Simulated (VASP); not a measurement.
# InTeO2 (P4/mmm) in VASP: single point with PBE

Aim: the single point of InTeO2 with PBE.

Program: VASP 6.6.1. These are calculated values, not measurements. Logs are shortened: lines on timing, memory, paths and dates and some standing lists are left out, and cuts for length are marked.

## (1) The cell of the first run

Symmetry: P4/mmm, No. 123, tetragonal system. The conventional cell has a = 3.552 Å, b = 3.552 Å, c = 5.017 Å, α = 90.00°, β = 90.00°, γ = 90.00°. In (site symmetry 4/mmm) has 6 O at 2.51 Å within 3.3 Å. Te (site symmetry 4/mmm) has 6 O at 2.51 Å within 3.3 Å. O (site symmetry 4/mmm) has 2 In at 2.51 Å and 4 Te at 2.51 Å within 3.3 Å. O (site symmetry 4/mmm) has 2 Te at 2.51 Å and 4 In at 2.51 Å within 3.3 Å.

The cell was generated, and may not be a known phase.

## (2) Single point, PBE

File INCAR:

```
  PREC = Accurate
  ENCUT = 520
  EDIFF = 1E-6
  ISMEAR = 0
  SIGMA = 0.1
  LREAL = F
  LASPH = T
  NELM = 80
  ALGO = Normal
  ISIF = 2
  LWAVE = F
  LCHARG = F
  GGA = PE
  NBANDS = 24
```

File KPOINTS:

```
regular mesh
0
Gamma
  6 6 4
```

File POSCAR:

```
InTeO2
1.0
    3.5520557400      0.0000000000      0.0000000000
    0.0000000000      3.5520557400      0.0000000000
    0.0000000000      0.0000000000      5.0174775900
In Te O
1 1 2
Direct
    0.0000000000      0.0000000000      0.0000000000
    0.5000000000      0.5000000000      0.5000000000
    0.0000000000      0.0000000000      0.5000000000
    0.5000000000      0.5000000000      0.0000000000
```

Potentials or basis: VASP PAW PBE potentials, release 64 (In_d, Te, O).

Run with:

```bash
cat potpaw_PBE.64/In_d/POTCAR potpaw_PBE.64/Te/POTCAR potpaw_PBE.64/O/POTCAR > POTCAR
mpirun -np 1 vasp_std > vasp.out
```

OUTCAR:

```text
PREC = Accurate
   ENCUT = 520
   EDIFF = 1E-6
   ISMEAR = 0
   LREAL = F
   LASPH = T
   NELM = 80
   ISIF = 2
   GGA = PE

 ion  position               nearest neighbor table
   1  0.000  0.000  0.000-   3 2.51   3 2.51   4 2.51   4 2.51   4 2.51   4 2.51   2 3.55   2 3.55
                             2 3.55   2 3.55   2 3.55   2 3.55   2 3.55   2 3.55
   2  0.500  0.500  0.500-   4 2.51   4 2.51   3 2.51   3 2.51   3 2.51   3 2.51   1 3.55   1 3.55
                             1 3.55   1 3.55   1 3.55   1 3.55   1 3.55   1 3.55
   3  0.000  0.000  0.500-   1 2.51   1 2.51   2 2.51   2 2.51   2 2.51   2 2.51
   4  0.500  0.500  0.000-   2 2.51   2 2.51   1 2.51   1 2.51   1 2.51   1 2.51

  LATTYP: Found a simple tetragonal cell.
 ALAT       =     3.5520557400
 C/A-ratio  =     1.4125559837

  Lattice vectors:

 A1 = (   3.5520557400,   0.0000000000,   0.0000000000)
 A2 = (   0.0000000000,   3.5520557400,   0.0000000000)
 A3 = (   0.0000000000,   0.0000000000,   5.0174775900)

Analysis of symmetry for initial positions (statically):
=====================================================================
 Subroutine PRICEL returns:
 Original cell was already a primitive cell.

 Routine SETGRP: Setting up the symmetry group for a
 simple tetragonal supercell.

 Subroutine GETGRP returns: Found 16 space group operations
 (whereof 16 operations were pure point group operations)
 out of a pool of 16 trial point group operations.

The static configuration has the point symmetry D_4h.

Analysis of symmetry for dynamics (positions and initial velocities):
=====================================================================
 Subroutine PRICEL returns:
 Original cell was already a primitive cell.

 Routine SETGRP: Setting up the symmetry group for a
 simple tetragonal supercell.

 Subroutine GETGRP returns: Found 16 space group operations
 (whereof 16 operations were pure point group operations)
 out of a pool of 16 trial point group operations.

The dynamic configuration has the point symmetry D_4h.

 Subroutine INISYM returns: Found 16 space group operations
 (whereof 16 operations are pure point group operations),
 and found     1 'primitive' translations

----------------------------------------------------------------------------------------

                                     Primitive cell

[... 86 lines left out ...]
   ISTART =      0    job   : 0-new  1-cont  2-samecut
   ICHARG =      2    charge: 1-file 2-atom 10-const
   ISPIN  =      1    spin polarized calculation?
   LNONCOLLINEAR =      F non collinear calculations
   LSORBIT =      F    spin-orbit coupling
   LASPH  =      T    aspherical Exc in radial PAW
   ENCUT  =  520.0 eV  38.22 Ry    6.18 a.u.   6.60  6.60  9.33*2*pi/ulx,y,z
   NELM   =     80;   NELMIN=  2; NELMDL= -5     # of ELM steps
   EDIFF  = 0.1E-05   stopping-criterion for ELM
   LREAL  =      F    real-space projection
   EDIFFG = 0.1E-04   stopping-criterion for IOM
   NSW    =      0    number of steps for IOM
   IBRION =     -1    ionic relax: 0-MD 1-quasi-New 2-CG
   NFREE  =      0    steps in history (QN), initial steepest desc. (CG)
   ISIF   =      2    stress and relaxation
   ISYM   =      2    0-nonsym 1-usesym 2-fastsym
   POTIM  = 0.5000    time-step for ionic-motion
   TEBEG  =    0.0;   TEEND  =   0.0 temperature during run
   PSTRESS=    0.0 pullay stress
   NELECT =      31.0000    total number of electrons
   NUPDOWN=      -1.0000    fix difference up-down
   EMIN   =  10.00;   EMAX   =-10.00  energy-range for DOS
   EFERMI =   0.00;   METHOD = LEGACY
   ISMEAR =     0;   SIGMA  =   0.10  broadening in eV -4-tet -1-fermi 0-gaus
   EFERMI_NEDOS =   21; number of points for ismear=-14 and -15
   IALGO  =     38    algorithm
   IMIX   =      4    mixing-type and parameters
     AMIX     =   0.40;   BMIX     =  1.00
     AMIX_MAG =   1.60;   BMIX_MAG =  1.00
  volume/ion in A,a.u.               =      15.83       106.80
  Fermi-wavevector in a.u.,A,eV,Ry     =   1.290368  2.438443 22.654390  1.665051
  Thomas-Fermi vector in A             =   2.422204
   LORBIT       =      0    0 simple, 1 ext, 2 COOP (PROOUT), +10 PAW based schemes
   GGA     = PE    functional components
   LHFCALC =     F    Hartree Fock is set to
   AEXX    =    0.0000 exact exchange contribution
   IVDW    =     0    specifies the selected vdW correction
   LEPSILON=     F    determine dielectric tensor
   LRPA    =     F    only Hartree local field effects (RPA)
 non-spin polarized calculation
 Gauss-broadening in eV      SIGMA  =   0.10
  energy-cutoff  :      520.00
  volume of cell :       63.31
 maximum number of plane-waves:      1727
 NGX is ok and might be reduce to    28
   NGX = 13   NGY = 13   NGZ = 19

 number of electron      31.0000015 magnetization

 Free energy of the ion-electron system (eV)
  ---------------------------------------------------
  ext. energy  EPLUGINS =         0.00000000
  ---------------------------------------------------
  free energy    TOTEN  =       -16.96136790 eV

  energy without entropy =      -16.95267502  energy(sigma->0) =      -16.95702146

 E-fermi :   8.4415     XC(G=0): -10.9422

 val. band max:        8.4012642083   @ k =   0.3333   0.1667   0.2500
 cond. band min:       8.5443151697   @ k =   0.5000   0.0000   0.2500
 fundamental gap:      0.1430509614
 Fermi energy:         8.4415121369

 k-point     1 :       0.0000    0.0000    0.0000
  band No.  band energies     occupation
      1     -11.2955      2.00000
      2     -10.3271      2.00000
      3      -6.3598      2.00000
      4      -6.1950      2.00000
      5      -6.1950      2.00000
      6      -6.1414      2.00000
[... 637 lines left out ...]
     23      17.4685      0.00000
     24      20.3374      0.00000

 [... further k-points ...]
[... 5 lines left out ...]
  --------------------------------------------------------------------------------------
  -------------------------------------------------------------------------------------
  Total        1.4257094      1.4257094      0.9471721      0.0000000      0.0000000     -0.0000000
  in kB       36.0824979     36.0824979     23.9714599      0.0000000      0.0000000     -0.0000000
  external PRESSURE =      32.0454852 kB  Pullay stress =       0.0000000 kB

 VOLUME and BASIS-vectors are now :
 -----------------------------------------------------------------------------
  energy-cutoff  :      520.00
  volume of cell :       63.31
      direct lattice vectors                 reciprocal lattice vectors
     3.552055740  0.000000000  0.000000000     0.281527114  0.000000000  0.000000000
     0.000000000  3.552055740  0.000000000     0.000000000  0.281527114  0.000000000
     0.000000000  0.000000000  5.017477590     0.000000000  0.000000000  0.199303332

 POSITION                                       TOTAL-FORCE (eV/Angst)
 -----------------------------------------------------------------------------------
      0.00000      0.00000      0.00000         0.000000      0.000000      0.000000
      1.77603      1.77603      2.50874         0.000000      0.000000      0.000000
      0.00000      0.00000      2.50874         0.000000      0.000000      0.000000
      1.77603      1.77603      0.00000         0.000000      0.000000      0.000000
 -----------------------------------------------------------------------------------
    total drift:                                0.000000      0.000000     -0.000000

  FREE ENERGIE OF THE ION-ELECTRON SYSTEM (eV)
  ---------------------------------------------------
  free  energy   TOTEN  =       -16.9613679017 eV

  energy  without entropy=      -16.9526750178  energy(sigma->0) =      -16.95702146
```

OSZICAR:

```text
N       E                     dE             d eps       ncg     rms          rms(c)
DAV:   1     0.264237303552E+03    0.26424E+03   -0.14243E+04  1472   0.145E+03
DAV:   2     0.867268124952E+01   -0.25556E+03   -0.23492E+03  1624   0.392E+02
DAV:   3    -0.193622295780E+02   -0.28035E+02   -0.27029E+02  1712   0.118E+02
DAV:   4    -0.203205514073E+02   -0.95832E+00   -0.95536E+00  1712   0.229E+01
[... 16 lines left out ...]
DAV:  21    -0.169614373221E+02    0.42896E-03   -0.63212E-04  1600   0.168E-01    0.456E-01
DAV:  22    -0.169614032856E+02    0.34037E-04   -0.47357E-05  1832   0.454E-02    0.256E-01
DAV:  23    -0.169613796200E+02    0.23666E-04   -0.25287E-05  1600   0.363E-02    0.155E-01
DAV:  24    -0.169613683661E+02    0.11254E-04   -0.28972E-05  1656   0.367E-02    0.381E-02
DAV:  25    -0.169613679017E+02    0.46437E-06   -0.83596E-07   976   0.622E-03
   1 F= -.16961368E+02 E0= -.16957021E+02  d E =-.869288E-02
```

stdout:

```text
POSCAR found type information on POSCAR InTeO
 POSCAR found :  3 types and       4 ions
 scaLAPACK will be used
 LDA part: xc-table for (Slater+PW92), standard interpolation
 POSCAR, INCAR and KPOINTS ok, starting setup
 FFT: planning ... GRIDC
 FFT: planning ... GRID_SOFT
 FFT: planning ... GRID
 WAVECAR not read
 entering main loop
```

Wall time 2.5 min (1 thread of AMD EPYC 7R13, shared host); peak memory 0.17 GiB.

What came out:

| Property | Result |
| --- | --- |
| Free energy | -16.9614 eV |
| Pressure | 3.2 GPa |
| Band gap on the k mesh | zero (an odd number of electrons rules out a gap without spin polarisation) |

Levels at points of the mesh, in eV from the Fermi level:
```tsv
k point	band 13	band 14	band 15	band 16	band 17	band 18
(0.00, 0.00, 0.00)	-3.87	-3.87	-3.61	1.93	2.49	2.49
(0.50, 0.00, 0.00)	-3.50	-2.78	-2.16	0.30	1.03	1.61
(0.50, 0.50, 0.00)	-4.96	-4.79	-2.03	1.78	1.78	2.46
(0.00, 0.00, 0.50)	-4.12	-3.49	-1.16	-0.16	2.22	2.22
(0.50, 0.00, 0.50)	-3.35	-3.15	-2.24	-1.92	-0.10	1.87
(0.50, 0.50, 0.50)	-5.43	-3.12	-0.74	0.22	1.50	1.50
```

Caveat: the cell stands under pressure; spin-orbit coupling is left out, which moves the levels of the heavy elements; an odd number of electrons without spin polarisation forces a metal; a magnetic or distorted state may lie lower.

The gap in the log of VASP goes by the Fermi energy; the results here count the filled bands.